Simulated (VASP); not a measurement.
# CdSe (F-43m) in VASP: notebook, part 2 of 2

VASP 6.6.1.

## (5) Single point, PBEsol

This run uses another cell than the first one, of 30.68 Å³/atom, 1.060 times its volume.

Contents of INCAR:

```
SYSTEM = CdSe
PREC = Accurate
ENCUT = 520
EDIFF = 1E-6
ISMEAR = -1
SIGMA = 0.05
LREAL = .False.
LASPH = .True.
NELM = 60
ALGO = Normal
ISIF = 2
LWAVE = .False.
LCHARG = .False.
GGA = PS
NBANDS = 16
```

Contents of KPOINTS:

```
regular mesh
0
Gamma
  8 8 8
  0 0 0
```

Contents of POSCAR:

```
CdSe
1.0
    0.0000000000      3.1304878824      3.1304878824
    3.1304878824      0.0000000000      3.1304878824
    3.1304878824      3.1304878824      0.0000000000
Cd Se
1 1
Direct
    0.0000000000      0.0000000000      0.0000000000
    0.2500000000      0.2500000000      0.2500000000
```

Potentials or basis: VASP PAW PBE potentials, release 64 (Cd, Se).

Started as:

```bash
> cat potpaw_PBE.64/Cd/POTCAR potpaw_PBE.64/Se/POTCAR > POTCAR
> mpirun -np 1 vasp_std > vasp.out
```

OUTCAR:

```text
SYSTEM = CdSe
   PREC = Accurate
   ENCUT = 520
   EDIFF = 1E-6
   ISMEAR = -1
   LREAL = .False.
   LASPH = .True.
   NELM = 60
   ISIF = 2
   GGA = PS

 ion  position               nearest neighbor table
   1  0.000  0.000  0.000-   2 2.71   2 2.71   2 2.71   2 2.71
   2  0.250  0.250  0.250-   1 2.71   1 2.71   1 2.71   1 2.71

  LATTYP: Found a face centered cubic cell.
 ALAT       =     6.2609757648

  Lattice vectors:

 A1 = (   0.0000000000,   3.1304878824,   3.1304878824)
 A2 = (   3.1304878824,   0.0000000000,   3.1304878824)
 A3 = (   3.1304878824,   3.1304878824,   0.0000000000)

Analysis of symmetry for initial positions (statically):
=====================================================================
 Subroutine PRICEL returns:
 Original cell was already a primitive cell.

 Routine SETGRP: Setting up the symmetry group for a
 face centered cubic supercell.

 Subroutine GETGRP returns: Found 24 space group operations
 (whereof 24 operations were pure point group operations)
 out of a pool of 48 trial point group operations.

The static configuration has the point symmetry T_d .

Analysis of symmetry for dynamics (positions and initial velocities):
=====================================================================
 Subroutine PRICEL returns:
 Original cell was already a primitive cell.

 Routine SETGRP: Setting up the symmetry group for a
 face centered cubic supercell.

 Subroutine GETGRP returns: Found 24 space group operations
 (whereof 24 operations were pure point group operations)
 out of a pool of 48 trial point group operations.

The dynamic configuration has the point symmetry T_d .

 Subroutine INISYM returns: Found 24 space group operations
 (whereof 24 operations are pure point group operations),
 and found     1 'primitive' translations
[... 103 lines left out ...]
   POTIM  = 0.5000    time-step for ionic-motion
   TEBEG  =    0.0;   TEEND  =   0.0 temperature during run
   PSTRESS=    0.0 pullay stress
   NELECT =      18.0000    total number of electrons
   NUPDOWN=      -1.0000    fix difference up-down
   EMIN   =  10.00;   EMAX   =-10.00  energy-range for DOS
   EFERMI =   0.00;   METHOD = LEGACY
   ISMEAR =    -1;   SIGMA  =   0.05  broadening in eV -4-tet -1-fermi 0-gaus
   EFERMI_NEDOS =   21; number of points for ismear=-14 and -15
   IALGO  =     38    algorithm
   IMIX   =      4    mixing-type and parameters
     AMIX     =   0.40;   BMIX     =  1.00
     AMIX_MAG =   1.60;   BMIX_MAG =  1.00
  volume/ion in A,a.u.               =      30.68       207.03
  Fermi-wavevector in a.u.,A,eV,Ry     =   1.087786  2.055618 16.099493  1.183279
  Thomas-Fermi vector in A             =   2.223954
   LORBIT       =      0    0 simple, 1 ext, 2 COOP (PROOUT), +10 PAW based schemes
   GGA     = PS    functional components
   LHFCALC =     F    Hartree Fock is set to
   AEXX    =    0.0000 exact exchange contribution
   IVDW    =     0    specifies the selected vdW correction
   LEPSILON=     F    determine dielectric tensor
   LRPA    =     F    only Hartree local field effects (RPA)
 non-spin polarized calculation
  energy-cutoff  :      520.00
  volume of cell :       61.36
 maximum number of plane-waves:      1676
 NGX is ok and might be reduce to    36
   NGX = 17   NGY = 17   NGZ = 17

 number of electron      18.0000002 magnetization

 Free energy of the ion-electron system (eV)
  ---------------------------------------------------
  ext. energy  EPLUGINS =         0.00000000
  ---------------------------------------------------
  free energy    TOTEN  =        -6.12189025 eV

  energy without entropy =       -6.12171026  energy(sigma->0) =       -6.12180026

 E-fermi :   0.3624     XC(G=0):  -8.7084

 val. band max:        0.1613976816   @ k =   0.0000   0.0000   0.0000
 cond. band min:       0.4734892830   @ k =   0.0000   0.0000   0.0000
 fundamental gap:      0.3120916014
 Fermi energy:         0.3623715973

 k-point     1 :       0.0000    0.0000    0.0000
  band No.  band energies     occupation
      1     -12.0106      2.00000
      2      -7.4911      2.00000
      3      -7.4911      2.00000
      4      -7.4911      2.00000
      5      -7.1964      2.00000
      6      -7.1964      2.00000
[... 433 lines left out ...]
      3      -7.3685      2.00000
      4      -7.2106      2.00000
      5      -7.1832      2.00000
      6      -6.8955      2.00000
[... 8 lines left out ...]
     15      11.4634      0.00000
     16      12.3656      0.00000

 [... further k-points ...]
[... 5 lines left out ...]
  --------------------------------------------------------------------------------------
  -------------------------------------------------------------------------------------
  Total       -1.3293788     -1.3293788     -1.3293788      0.0000000      0.0000000      0.0000000
  in kB      -34.7130882    -34.7130882    -34.7130882      0.0000000      0.0000000      0.0000000
  external PRESSURE =     -34.7130882 kB  Pullay stress =       0.0000000 kB

 VOLUME and BASIS-vectors are now :
 -----------------------------------------------------------------------------
  energy-cutoff  :      520.00
  volume of cell :       61.36
      direct lattice vectors                 reciprocal lattice vectors
     0.000000000  3.130487882  3.130487882    -0.159719513  0.159719513  0.159719513
     3.130487882  0.000000000  3.130487882     0.159719513 -0.159719513  0.159719513
     3.130487882  3.130487882  0.000000000     0.159719513  0.159719513 -0.159719513

 POSITION                                       TOTAL-FORCE (eV/Angst)
 -----------------------------------------------------------------------------------
      0.00000      0.00000      0.00000        -0.000000     -0.000000     -0.000000
      1.56524      1.56524      1.56524         0.000000      0.000000      0.000000
 -----------------------------------------------------------------------------------
    total drift:                               -0.000000     -0.000000     -0.000000

  FREE ENERGIE OF THE ION-ELECTRON SYSTEM (eV)
  ---------------------------------------------------
  free  energy   TOTEN  =        -6.1218902545 eV

  energy  without entropy=       -6.1217102595  energy(sigma->0) =       -6.12180026
```

OSZICAR:

```text
N       E                     dE             d eps       ncg     rms          rms(c)
DAV:   1     0.104120333065E+03    0.10412E+03   -0.84618E+03   936   0.987E+02
DAV:   2    -0.249115170291E+01   -0.10661E+03   -0.10065E+03  1112   0.243E+02
DAV:   3    -0.649603011869E+01   -0.40049E+01   -0.39989E+01  1104   0.486E+01
DAV:   4    -0.651331001404E+01   -0.17280E-01   -0.17279E-01  1200   0.322E+00
DAV:   5    -0.651342152153E+01   -0.11151E-03   -0.11151E-03  1088   0.222E-01    0.492E+00
DAV:   6    -0.614449100597E+01    0.36893E+00   -0.60099E-01  1368   0.920E+00    0.411E+00
DAV:   7    -0.612341855196E+01    0.21072E-01   -0.11493E-01  1096   0.230E+00    0.193E+00
DAV:   8    -0.612188313051E+01    0.15354E-02   -0.10937E-02  1104   0.123E+00    0.201E-01
DAV:   9    -0.612183116388E+01    0.51967E-04   -0.12371E-03  1120   0.432E-01    0.469E-02
DAV:  10    -0.612186042332E+01   -0.29259E-04   -0.13477E-04  1128   0.144E-01    0.407E-02
DAV:  11    -0.612189073272E+01   -0.30309E-04   -0.50098E-05  1136   0.487E-02    0.183E-02
DAV:  12    -0.612189025453E+01    0.47819E-06   -0.13693E-06  1008   0.126E-02
   1 F= -.61218903E+01 E0= -.61218003E+01  d E =-.179995E-03
```

Run time: 20 s. Hardware: 1 thread of Intel Xeon 6975P-C (Granite Rapids), shared host; peak memory 0.21 GiB.

Results:

```
Free energy            : -6.1219 eV
Pressure               : -3.5 GPa
Band gap on the k mesh : 0.31 eV, direct
```

Levels at points of the mesh, in eV from the valence-band top:
```csv
k point,band 6,band 7,band 8,band 9,band 10,band 11,band 12,band 13
"(0.00, 0.00, 0.00)",-7.36,0.00,0.00,0.00,0.31,5.84,5.84,5.84
"(0.50, 0.00, 0.00)",-7.13,-3.97,-0.64,-0.64,2.18,6.33,6.33,7.02
"(0.50, 0.50, 0.00)",-7.07,-3.75,-1.60,-1.60,3.15,3.57,8.59,9.62
```

Caveat: the PAW data sets were made with another functional, which shifts forces and pressure a little.

## (6) Single point, PBEsol

This run uses another cell than the first one, of 30.68 Å³/atom, 1.060 times its volume.

Contents of INCAR:

```
PREC     = Accurate       # precision mode
ENCUT    = 520            # plane-wave cutoff, eV
EDIFF    = 1E-6           # SCF threshold, eV
ISMEAR   = -1             # smearing method
SIGMA    = 0.05           # smearing width, eV
LREAL    = F              # projectors in reciprocal space
LASPH    = T              # aspherical terms in the spheres
NELM     = 100            # most SCF steps
ALGO     = Normal         # electronic algorithm
ISIF     = 2              # what is computed and relaxed
LWAVE    = F              # write WAVECAR
LCHARG   = T              # write CHGCAR
GGA      = PS             # functional
LELF     = T              # ELF
LVHAR    = T            
NBANDS   = 16             # bands
```

Contents of KPOINTS:

```
regular mesh
0
Gamma
  8 8 8
```

POSCAR is that of step 5.

Potentials or basis: VASP PAW PBE potentials, release 64 (Cd, Se).

Started as:

```bash
> cat potpaw_PBE.64/Cd/POTCAR potpaw_PBE.64/Se/POTCAR > POTCAR
> mpirun -np 1 vasp_std > vasp.out
```

OUTCAR:

```text
PREC = Accurate
   ENCUT = 520
   EDIFF = 1E-6
   ISMEAR = -1
   LREAL = F
   LASPH = T
   NELM = 100
   ISIF = 2
   GGA = PS

 ion  position               nearest neighbor table
   1  0.000  0.000  0.000-   2 2.71   2 2.71   2 2.71   2 2.71
   2  0.250  0.250  0.250-   1 2.71   1 2.71   1 2.71   1 2.71

  LATTYP: Found a face centered cubic cell.
 ALAT       =     6.2609757648

  Lattice vectors:

[... 189 lines left out ...]
      3      -7.4911      2.00000
      4      -7.4911      2.00000
      5      -7.1964      2.00000
      6      -7.1964      2.00000
[... 433 lines left out ...]
      3      -7.3685      2.00000
      4      -7.2106      2.00000
      5      -7.1832      2.00000
      6      -6.8955      2.00000
[... 8 lines left out ...]
     15      11.4634      0.00000
     16      12.3656      0.00000

 [... further k-points ...]
[... 5 lines left out ...]
  --------------------------------------------------------------------------------------
  -------------------------------------------------------------------------------------
  Total       -1.3293788     -1.3293788     -1.3293788      0.0000000      0.0000000      0.0000000
  in kB      -34.7130882    -34.7130882    -34.7130882      0.0000000      0.0000000      0.0000000
  external PRESSURE =     -34.7130882 kB  Pullay stress =       0.0000000 kB

 VOLUME and BASIS-vectors are now :
 -----------------------------------------------------------------------------
  energy-cutoff  :      520.00
  volume of cell :       61.36
      direct lattice vectors                 reciprocal lattice vectors
     0.000000000  3.130487882  3.130487882    -0.159719513  0.159719513  0.159719513
     3.130487882  0.000000000  3.130487882     0.159719513 -0.159719513  0.159719513
     3.130487882  3.130487882  0.000000000     0.159719513  0.159719513 -0.159719513

 POSITION                                       TOTAL-FORCE (eV/Angst)
 -----------------------------------------------------------------------------------
      0.00000      0.00000      0.00000        -0.000000     -0.000000     -0.000000
      1.56524      1.56524      1.56524         0.000000      0.000000      0.000000
 -----------------------------------------------------------------------------------
    total drift:                               -0.000000     -0.000000     -0.000000

  FREE ENERGIE OF THE ION-ELECTRON SYSTEM (eV)
  ---------------------------------------------------
  free  energy   TOTEN  =        -6.1218902545 eV

  energy  without entropy=       -6.1217102595  energy(sigma->0) =       -6.12180026
```

stdout:

```text
POSCAR found type information on POSCAR CdSe
 POSCAR found :  2 types and       2 ions
 scaLAPACK will be used
 -----------------------------------------------------------------------------
|                                                                             |
|                                                                             |
|     You enforced a specific xc type in the INCAR file but a different       |
|     I HOPE YOU KNOW WHAT YOU ARE DOING!                                     |
|                                                                             |
 -----------------------------------------------------------------------------

 LDA part: xc-table for (Slater+PW92), standard interpolation
 POSCAR, INCAR and KPOINTS ok, starting setup
 FFT: planning ... GRIDC
 FFT: planning ... GRID_SOFT
 FFT: planning ... GRID
 WAVECAR not read
 entering main loop
```

It took 22 s on 1 thread of Intel Xeon 6975P-C (Granite Rapids), shared host; peak memory 0.2 GiB.

Results:

* Free energy: -6.1219 eV
* Pressure: -3.5 GPa
* Band gap on the k mesh: 0.31 eV, direct

Caveat: the PAW data sets were made with another functional, which shifts forces and pressure a little.

## (7) Summary

```csv
level,cell,k mesh,smearing,gap on the mesh (eV),pressure (GPa)
PBE,"a = 4.342 Å, angles 60.0°, 2 atoms",6 × 6 × 6,fermi-dirac 0.03 eV,0.55,1.6
PBE,"a = 4.342 Å, angles 60.0°, 2 atoms",8 × 8 × 8,gaussian 0.025 eV,0.55,1.6
PBE,"a = 4.342 Å, angles 60.0°, 2 atoms",8 × 8 × 8,gaussian 0.02 eV,0.55,1.6
PBEsol,"a = 4.427 Å, angles 60.0°, 2 atoms",8 × 8 × 8,fermi-dirac 0.05 eV,0.31,-3.5
```

Alike in all rows: task single point; potentials or basis VASP PAW PBE potentials, release 64 (Cd, Se); no spin polarisation; cutoff (eV) 520.

On the cell as given the gap runs from 0.55 eV (PBE) to 0.55 eV (PBE); the meshes differ, which moves gaps too.

Caveats: the PAW data sets were made with another functional, which shifts forces and pressure a little (some runs).

Absolute energies hang on the potentials; compare differences alone.
